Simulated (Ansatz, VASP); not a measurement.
Sr: VASP beside Ansatz

The input INCAR:

```
SYSTEM = Sr
PREC = Accurate ; ENCUT = 520
EDIFF = 1E-6 ; ISMEAR = 0
SIGMA = 0.1 ; LREAL = .False.
LASPH = .True. ; NELM = 100
ALGO = Fast ; ISIF = 2
LWAVE = .False. ; LCHARG = .False.
GGA = PS ; NBANDS = 17
```

KPOINTS

```
Automatic mesh
0
Gamma
  12 12 10
  0 0 0
```

File POSCAR:

```
Sr
1.0
    2.9579193978      2.9579193978      0.0000000000
   -2.9579193978      2.9579193978      0.0000000000
    0.0000000000      0.0000000000      5.7383636317
Sr
2
Direct
    0.0000000000      0.0000000000      0.0000000000
    0.5000000000      0.5000000000      0.5000000000
```

Input for Ansatz:

```yaml
crystal:
  lattice:
    - [2.9579193978, 2.9579193978, 0.0]
    - [-2.9579193978, 2.9579193978, 0.0]
    - [0.0, 0.0, 5.7383636317]
  atoms:
    - { symbol: Sr, position: [0.0, 0.0, 0.0] }
    - { symbol: Sr, position: [0.5, 0.5, 0.5] }
basis:
  ecutwfc: 420
kpoints:
  mp_grid: { grid: [12, 12, 10] }
hamiltonian:
  xc: pbesol
scf:
  occupations: { method: gaussian, width: 0.1 }
output:
  forces: true
  stress: true
  eigenvalues: true
```

Change from the starting cell: strain along c alone, the other axes held, atoms relaxed: -3.0 %.

Alike in both runs: task single point; functional PBEsol; k mesh 12 × 12 × 10; occupations gaussian, width 0.1 eV; no spin polarisation.

|  | VASP | Ansatz |
| --- | --- | --- |
| version | VASP 6.6.1 | Ansatz 0.2.0 |
| potentials or method | VASP PAW PBE potentials, release 64 (Sr_sv), cutoff 520 eV | scalar-relativistic, plane waves, PAW |
| valence electrons in the cell | 20 | 20 |

```csv
,VASP,Ansatz,Ansatz less VASP
gap on the k mesh at the Fermi level (eV),none,none,-
pressure (GPa),0.4,0.4,-0.01
"traceless stress, the component that is largest in VASP (GPa)",0.06,0.06,0.000
```

VASP's potentials were made for PBE, not for PBEsol. A gap of «none» marks a metal or a gap that the smearing closes.
